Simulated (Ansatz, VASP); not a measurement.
# One calculation of Sc, two programs

The input INCAR:

```
ALGO = Fast
EDIFF = 1E-6
ENCUT = 520
GGA = PE
ISIF = 2
ISMEAR = 0
ISPIN = 2
LASPH = True
LCHARG = False
LDAU = True
LDAUJ = 0
LDAUL = 2
LDAUPRINT = 1
LDAUTYPE = 2
LDAUU = 4.7
LMAXMIX = 4
LORBIT = 11
LREAL = False
LWAVE = False
MAGMOM = 5
NBANDS = 16
NELM = 150
PREC = Accurate
SIGMA = 0.1
```

Contents of KPOINTS:

```
k-points
0
Gamma
  8 8 8
```

The input POSCAR:

```
Sc
1.0
    0.0000000000      2.3268462047      2.3268462047
    2.3268462047      0.0000000000      2.3268462047
    2.3268462047      2.3268462047      0.0000000000
Sc
1
Direct
    0.0000000000      0.0000000000      0.0000000000
```

Input for Ansatz:

```yaml
crystal:
  lattice:
    - [0.0, 2.3268462047, 2.3268462047]
    - [2.3268462047, 0.0, 2.3268462047]
    - [2.3268462047, 2.3268462047, 0.0]
  atoms:
    - { symbol: Sc, position: [0.0, 0.0, 0.0], spin: 5.0 }
basis:
  ecutwfc: 420
kpoints:
  mp_grid: { grid: [8, 8, 8] }
hamiltonian:
  xc: pbe
  hubbard: { sites: [{ species: Sc, l: d, u_eff: 4.7 }] }
scf:
  occupations: { method: gaussian, width: 0.1 }
  lower_state_search: "off"
  max_iter: 30
  convergence: { dr2_threshold: "1e-11 eV" }
output:
  forces: true
  stress: true
  eigenvalues: true
  populations: true
magnetization:
  spin_polarized: true
```

Alike in both runs: task single point; functional PBE; k mesh 8 × 8 × 8; occupations gaussian, width 0.1 eV; collinear spin; Hubbard terms Sc d U = 4.7 eV.

```csv
,VASP,Ansatz
version,VASP 6.6.1,Ansatz 0.2.0
potentials or method,"VASP PAW PBE potentials, release 64 (Sc_sv), cutoff 520 eV","scalar-relativistic, plane waves, PAW"
valence electrons in the cell,11,11
```

Ansatz gave:

* gap on the k mesh at the Fermi level (eV): none
* pressure (GPa): 8.8
* net moment per atom (μB): 1.43
* size of the moment on the site where the two differ most (μB): 0.99

Problem. What did VASP give for the same quantities?

Solution. gap on the k mesh at the Fermi level (eV): none; pressure (GPa): 7.1; net moment per atom (μB): 0.69; size of the moment on the site where the two differ most (μB): 0.38.

The net moments are unlike, so the other rows may belong to different states. Site moments also hang on the region over which each program counts them. The programs project onto different local orbitals, so the same U acts differently, and such runs can settle in different states. A gap of «none» marks a metal or a gap that the smearing closes. Ansatz's warnings: filled band counts differ across k points.
